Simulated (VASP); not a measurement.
A run of VASP 6.6.1 is set up as follows.

INCAR

```
PREC     = Accurate       # precision mode
ENCUT    = 600            # plane-wave cutoff, eV
EDIFF    = 1E-6           # SCF threshold, eV
ISMEAR   = 0              # smearing method
SIGMA    = 0.1            # smearing width, eV
LREAL    = False          # projectors in reciprocal space
LASPH    = True           # aspherical terms in the spheres
NELM     = 80             # most SCF steps
ALGO     = Fast           # electronic algorithm
ISIF     = 3              # what is computed and relaxed
LWAVE    = False          # write WAVECAR
LCHARG   = False          # write CHGCAR
GGA      = PE             # functional
IBRION   = 2              # ionic algorithm
NSW      = 90             # ionic steps
EDIFFG   = -0.04          # ionic threshold
```

Contents of KPOINTS:

```
Automatic mesh
0
Gamma
  6 6 6
```

File POSCAR:

```
Mg3B
1.0
   -1.9144777821      1.9144777821      4.2764958249
    1.9144777821     -1.9144777821      4.2764958249
    1.9144777821      1.9144777821     -4.2764958249
Mg B
3 1
Direct
    0.5000000000      0.5000000000      0.0000000000
    0.2500000000      0.7500000000      0.5000000000
    0.7500000000      0.2500000000      0.5000000000
    0.0000000000      0.0000000000      0.0000000000
```

Potentials or basis: VASP PAW PBE potentials, release 64 (Mg, B).

The run is started by

```bash
$ cat potpaw_PBE.64/Mg/POTCAR potpaw_PBE.64/B/POTCAR > POTCAR
$ mpirun -np 1 vasp_std > vasp.out
```

Task: Estimate the relaxed volume.

Result: 16.87 Å³/atom.

Task: Predict the relaxed cell.

Result: a = 5.007 Å, b = 5.007 Å, c = 5.007 Å, α = 132.23°, β = 132.23°, γ = 69.87°.

Task: Predict the space group after relaxing (to 0.05 Å).

Result: I4/mmm (No. 139).

Stress tensor (GPa, compression positive):
```
0.38 0.00 0.00
0.00 0.38 0.00
0.00 0.00 0.18
```

Caveat: the k points lie up to 0.37 Å⁻¹ apart in the final cell.
